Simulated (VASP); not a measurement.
The system is Re.

```
Re
1.0
     0.00000    1.97500    1.97500
     1.97500    0.00000    1.97500
     1.97500    1.97500    0.00000
Re
1
Direct
  0.00000 0.00000 0.00000
```

| Property | Result |
| --- | --- |
| Program | VASP 6.6.1 |
| Task | relaxation of cell and atoms |
| Functional | r2SCAN |
| Potentials or basis | VASP PAW PBE potentials, release 64 (Re) |
| Cutoff | 600 eV |
| k mesh | 12 × 12 × 12 |
| Occupations | fermi-dirac, width 0.05 eV |
| Spin | no spin polarisation |

At the start: pressure -15.5 GPa; volume 15.41 Å³/atom.

Q: Where does the relaxation end?

A: Over 5 steps the energy falls by 32.7 meV/atom and the volume is 14.75 Å³/atom (-4.2 %); space group Fm-3m (No. 225, to 0.05 Å).

Step by step:
```csv
step,energy change (eV),largest force (eV/Å),pressure (GPa),volume (Å³)
1,0.0000,0.0000,-15.47,15.41
2,0.6490,0.0000,105.35,12.32
3,-0.0325,0.0000,-1.44,14.81
4,-0.0327,0.0000,-0.25,14.77
5,-0.0327,0.0000,0.08,14.75
```

Final structure:
```
Re
1.0
     0.00000    1.94671    1.94671
     1.94671    0.00000    1.94671
     1.94671    1.94671    0.00000
Re
1
Direct
  0.00000 0.00000 0.00000
```

Caveat: the PAW data sets were made with another functional, which shifts forces and pressure a little.
